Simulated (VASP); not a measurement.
# Al2BN3 (P6/mmm) in VASP: a series of runs, part 2 of 2

VASP 6.6.1. Earlier steps stand in the parts before.

## 3. Single point, PBE

This run uses another cell than the first one, of 10.15 Å³/atom, 0.885 times its volume.

Input file INCAR:

```
SYSTEM = Al2BN3
  PREC = Accurate
  ENCUT = 520
  EDIFF = 1E-7
  ISMEAR = 0
  SIGMA = 0.1
  LREAL = .FALSE.
  LASPH = .TRUE.
  NELM = 60
  ALGO = Normal
  ISIF = 2
  LWAVE = .FALSE.
  LCHARG = .FALSE.
  GGA = PE
  NBANDS = 21
```

Input file KPOINTS:

```
regular mesh
0
G
  12 12 16
  0 0 0
```

Input file POSCAR:

```
Al2BN3
1.0
    5.0987199088      0.0000000000      0.0000000000
   -2.5493599544      4.4156209678      0.0000000000
    0.0000000000      0.0000000000      2.7044395856
Al B N
2 1 3
Direct
    0.3333333333      0.6666666667      0.0000000000
    0.6666666667      0.3333333333      0.0000000000
    0.0000000000      0.0000000000      0.0000000000
    0.5000000000      0.0000000000      0.5000000000
    0.0000000000      0.5000000000      0.5000000000
    0.5000000000      0.5000000000      0.5000000000
```

Potentials or basis: VASP PAW PBE potentials, release 64 (Al, B, N).

Run with:

```bash
$ cat potpaw_PBE.64/Al/POTCAR potpaw_PBE.64/B/POTCAR potpaw_PBE.64/N/POTCAR > POTCAR
$ mpirun -np 1 vasp_std > vasp.out
```

OUTCAR:

```text
SYSTEM = Al2BN3
   PREC = Accurate
   ENCUT = 520
   EDIFF = 1E-7
   ISMEAR = 0
   LREAL = .FALSE.
   LASPH = .TRUE.
   NELM = 60
   ISIF = 2
   GGA = PE

 ion  position               nearest neighbor table
   1  0.333  0.667  0.000-   4 2.00   4 2.00   5 2.00   5 2.00   6 2.00   6 2.00   2 2.94   2 2.94
                             2 2.94
   2  0.667  0.333  0.000-   4 2.00   4 2.00   5 2.00   5 2.00   6 2.00   6 2.00   1 2.94   1 2.94
                             1 2.94
   3  0.000  0.000  0.000-
   4  0.500  0.000  0.500-   1 2.00   2 2.00   1 2.00   2 2.00
   5  0.000  0.500  0.500-   1 2.00   2 2.00   1 2.00   2 2.00
   6  0.500  0.500  0.500-   1 2.00   2 2.00   1 2.00   2 2.00

  LATTYP: Found a hexagonal cell.
 ALAT       =     5.0987199088
 C/A-ratio  =     0.5304154050

  Lattice vectors:

 A1 = (   5.0987199088,   0.0000000000,   0.0000000000)
 A2 = (  -2.5493599544,   4.4156209678,   0.0000000000)
 A3 = (   0.0000000000,   0.0000000000,   2.7044395856)

Analysis of symmetry for initial positions (statically):
=====================================================================
 Subroutine PRICEL returns:
 Original cell was already a primitive cell.

 Routine SETGRP: Setting up the symmetry group for a
 hexagonal supercell.

 Subroutine GETGRP returns: Found 24 space group operations
 (whereof 24 operations were pure point group operations)
 out of a pool of 24 trial point group operations.

The static configuration has the point symmetry D_6h.

Analysis of symmetry for dynamics (positions and initial velocities):
=====================================================================
 Subroutine PRICEL returns:
 Original cell was already a primitive cell.

 Routine SETGRP: Setting up the symmetry group for a
 hexagonal supercell.

 Subroutine GETGRP returns: Found 24 space group operations
 (whereof 24 operations were pure point group operations)
 out of a pool of 24 trial point group operations.

[... 125 lines left out ...]
   IALGO  =     38    algorithm
   IMIX   =      4    mixing-type and parameters
     AMIX     =   0.40;   BMIX     =  1.00
     AMIX_MAG =   1.60;   BMIX_MAG =  1.00
  volume/ion in A,a.u.               =      10.15        68.48
  Fermi-wavevector in a.u.,A,eV,Ry     =   1.200333  2.268301 19.603273  1.440800
  Thomas-Fermi vector in A             =   2.336172
   LORBIT       =      0    0 simple, 1 ext, 2 COOP (PROOUT), +10 PAW based schemes
   GGA     = PE    functional components
   LHFCALC =     F    Hartree Fock is set to
   AEXX    =    0.0000 exact exchange contribution
   IVDW    =     0    specifies the selected vdW correction
   LEPSILON=     F    determine dielectric tensor
   LRPA    =     F    only Hartree local field effects (RPA)
 non-spin polarized calculation
 Gauss-broadening in eV      SIGMA  =   0.10
  energy-cutoff  :      520.00
  volume of cell :       60.89
 maximum number of plane-waves:      1672
 NGX is ok and might be reduce to    40
   NGX = 19   NGY = 19   NGZ = 11

 number of electron      23.9999996 magnetization

 Free energy of the ion-electron system (eV)
  ---------------------------------------------------
  ext. energy  EPLUGINS =         0.00000000
  ---------------------------------------------------
  free energy    TOTEN  =       -34.78669226 eV

  energy without entropy =      -34.77591538  energy(sigma->0) =      -34.78130382

 E-fermi :   6.0153     XC(G=0): -11.0589

 val. band max:        6.0147391553   @ k =   0.1667   0.1667   0.0625
 cond. band min:       6.0325406986   @ k =   0.0833   0.0000   0.2500
 fundamental gap:      0.0178015434
 Fermi energy:         6.0152804976

 k-point     1 :       0.0000    0.0000    0.0000
  band No.  band energies     occupation
      1     -10.6984      2.00000
      2      -7.5314      2.00000
      3      -7.5314      2.00000
      4      -2.2921      2.00000
      5       0.1849      2.00000
      6       0.6157      2.00000
[... 565 lines left out ...]
     20      16.8358      0.00000
     21      17.8095      0.00000

 [... further k-points ...]
[... 5 lines left out ...]
  --------------------------------------------------------------------------------------
  -------------------------------------------------------------------------------------
  Total       -0.0854208     -0.0854208     -0.1211257      0.0000000     -0.0000000     -0.0000000
  in kB       -2.2477303     -2.2477303     -3.1872533      0.0000000     -0.0000000     -0.0000000
  external PRESSURE =      -2.5609046 kB  Pullay stress =       0.0000000 kB

 VOLUME and BASIS-vectors are now :
 -----------------------------------------------------------------------------
  energy-cutoff  :      520.00
  volume of cell :       60.89
      direct lattice vectors                 reciprocal lattice vectors
     5.098719909  0.000000000  0.000000000     0.196127659  0.113234357  0.000000000
    -2.549359954  4.415620968  0.000000000     0.000000000  0.226468714  0.000000000
     0.000000000  0.000000000  2.704439586     0.000000000  0.000000000  0.369762373

 POSITION                                       TOTAL-FORCE (eV/Angst)
 -----------------------------------------------------------------------------------
     -0.00000      2.94375      0.00000        -0.000000      0.000000     -0.000000
      2.54936      1.47187      0.00000         0.000000      0.000000      0.000000
      0.00000      0.00000      0.00000         0.000000      0.000000     -0.000000
      2.54936      0.00000      1.35222         0.000000      0.000000     -0.000000
     -1.27468      2.20781      1.35222         0.000000      0.000000     -0.000000
      1.27468      2.20781      1.35222         0.000000      0.000000     -0.000000
 -----------------------------------------------------------------------------------
    total drift:                               -0.000000      0.000000     -0.000000

  FREE ENERGIE OF THE ION-ELECTRON SYSTEM (eV)
  ---------------------------------------------------
  free  energy   TOTEN  =       -34.7866922642 eV

  energy  without entropy=      -34.7759153766  energy(sigma->0) =      -34.78130382
```

It took 98 s on 1 thread of AMD EPYC 9R45 (Zen 5), shared host; peak memory 0.28 GiB.

Results:

| Quantity | Value |
| --- | --- |
| Free energy | -34.7867 eV |
| Pressure | -0.3 GPa |
| Band gap on the k mesh | zero (band 12 reaches 6.63 eV, above the bottom of band 13 at 5.15 eV) |

Stress tensor (GPa, compression positive):
```
-0.22  0.00  0.00
 0.00 -0.22  0.00
 0.00  0.00 -0.32
```

## 4. Relaxation of cell and atoms, PBE

This run uses another cell than the first one, of 10.35 Å³/atom, 0.902 times its volume.

Input file INCAR:

```
SYSTEM = Al2BN3
  ALGO = Normal
  EDIFF = 1E-6
  EDIFFG = -0.01
  ENCUT = 600
  GGA = PE
  IBRION = 2
  ISIF = 3
  ISMEAR = 0
  LASPH = .True.
  LCHARG = .False.
  LREAL = .False.
  LWAVE = .False.
  NELM = 80
  NSW = 100
  PREC = Accurate
  SIGMA = 0.1
```

Input file KPOINTS:

```
k-points
0
Gamma
  12 12 16
  0 0 0
```

Edit POSCAR of step 3 so:

```diff
@@ -2,5 +2,5 @@
 1.0
-    5.0987199088      0.0000000000      0.0000000000
-   -2.5493599544      4.4156209678      0.0000000000
-    0.0000000000      0.0000000000      2.7044395856
+    5.3713388951      0.0000000000      0.0000000000
+   -2.6856694475      4.6517159355      0.0000000000
+    0.0000000000      0.0000000000      2.4848435826
 Al B N
```

Run with:

```bash
$ cat potpaw_PBE.64/Al/POTCAR potpaw_PBE.64/B/POTCAR potpaw_PBE.64/N/POTCAR > POTCAR
$ mpirun -np 1 vasp_std > vasp.out
```

It took 16 min on 1 thread of AMD EPYC 9R45 (Zen 5), shared host; peak memory 0.33 GiB.

It converged, with:

```
Free energy                            : -34.7935 eV
Relaxed volume                         : 10.12 Å³/atom
Relaxed cell                           : a = 5.094 Å, b = 5.094 Å, c = 2.703 Å, α = 90.00°, β = 90.00°, γ = 120.00°
Space group after relaxing (to 0.05 Å) : P6/mmm (No. 191)
Energy gained by relaxing              : 12.8 meV/atom
Ionic steps                            : 20
Pressure after relaxing                : 0.0 GPa
Band gap on the k mesh                 : zero (band 12 reaches 6.64 eV, above the bottom of band 13 at 5.18 eV)
```

The path:
```csv
step,energy change (eV),largest force (eV/Å),pressure (GPa),volume (Å³)
1,0.0000,0.0000,0.44,62.09
2,-0.0153,0.0000,-0.41,62.34
3,-0.0208,0.0000,-1.07,62.51
4,-0.0242,0.0000,-2.23,62.86
5,-0.0350,0.0000,-1.01,62.27
6,-0.0406,0.0000,0.31,61.64
7,-0.0409,0.0000,0.71,61.46
8,-0.0409,0.0000,0.82,61.40
9,-0.0437,0.0000,0.53,61.42
10,-0.0612,0.0000,-0.47,61.45
11,-0.0513,0.0000,-2.76,61.45
12,-0.0705,0.0000,-1.12,61.46
13,-0.0729,0.0000,-1.56,61.46
14,-0.0730,0.0000,-1.66,61.46
15,-0.0734,0.0000,-1.67,61.40
16,-0.0734,0.0000,-1.69,61.40
17,-0.0742,0.0000,-1.48,61.31
18,-0.0760,0.0000,-0.85,61.07
19,-0.0766,0.0000,0.42,60.59
20,-0.0768,0.0000,-0.01,60.75
```

Final structure:
```
Al B N
1.0
     5.09386    0.00000    0.00000
    -2.54693    4.41141    0.00000
     0.00000    0.00000    2.70336
Al B N
2 1 3
Direct
  0.33333 0.66667 0.00000
  0.66667 0.33333 0.00000
  0.00000 0.00000 0.00000
  0.50000 0.00000 0.50000
  0.00000 0.50000 0.50000
  0.50000 0.50000 0.50000
```

Levels at points of the mesh, in eV from the Fermi level:
```csv
k point,band 9,band 10,band 11,band 12,band 13,band 14,band 15,band 16
"(0.00, 0.00, 0.00)",-0.13,-0.13,-0.07,-0.07,0.71,3.36,3.36,5.76
"(0.50, 0.00, 0.00)",-0.98,-0.93,-0.58,-0.08,0.37,0.45,2.91,5.62
"(0.00, 0.00, 0.50)",-3.12,-2.18,-0.95,0.54,0.54,0.79,0.79,1.36
"(0.50, 0.00, 0.50)",-2.80,-2.76,-1.47,-1.00,1.06,1.11,1.60,2.81
```

## 5. The runs side by side

| task | cell | k mesh | cutoff (eV) | gap on the mesh (eV) | pressure (GPa) | relaxed volume (Å³/atom) |
| --- | --- | --- | --- | --- | --- | --- |
| relaxation of cell and atoms | relaxed from a = 4.729, b = 4.729, c = 3.554 Å, angles 90.0, 90.0, 120.0°, 6 atoms | 6 × 6 × 6 | 600 | none | -0.3 | 10.35 |
| single point | a = 5.099, b = 5.099, c = 2.704 Å, angles 90.0, 90.0, 120.0°, 6 atoms | 12 × 12 × 16 | 520 | none | -0.3 | - |
| relaxation of cell and atoms | relaxed from a = 5.371, b = 5.371, c = 2.485 Å, angles 90.0, 90.0, 120.0°, 6 atoms | 12 × 12 × 16 | 600 | none | 0.0 | 10.12 |

Alike in all rows: level PBE; potentials or basis VASP PAW PBE potentials, release 64 (Al, B, N); no spin polarisation; smearing gaussian 0.1 eV.

Absolute energies hang on the potentials; compare differences alone.
